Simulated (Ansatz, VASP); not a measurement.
## One calculation of Ru, two programs

```
CELL_PARAMETERS angstrom
2.69753 0.00000 0.00000
-1.34876 2.33613 0.00000
0.00000 0.00000 4.26570
ATOMIC_POSITIONS crystal
Ru 0.33333 0.66667 0.25000
Ru 0.66667 0.33333 0.75000
```

Alike in both runs: functional PBE; dispersion D3(BJ); k mesh 18 × 18 × 10; occupations gaussian, width 0.1 eV; no spin polarisation.

Ansatz relaxed the structure, and its values are those at the end. VASP's run is a single point on that final structure, the one shown.

|  | VASP | Ansatz |
| --- | --- | --- |
| version | VASP 6.6.1 | Ansatz 0.2.0 |
| potentials or method | VASP PAW PBE potentials, release 64 (Ru_pv), cutoff 520 eV | scalar-relativistic, plane waves, PAW |
| valence electrons in the cell | 28 | 32 |

|  | VASP | Ansatz | Ansatz less VASP |
| --- | --- | --- | --- |
| gap on the k mesh at the Fermi level (eV) | none | none | - |
| pressure (GPa) | 0.0 | 0.0 | +0.07 |

A gap of «none» marks a metal or a gap that the smearing closes. VASP's potentials hold 28 valence electrons a cell and Ansatz's 32, so a difference there can come from the potentials and not from the codes.
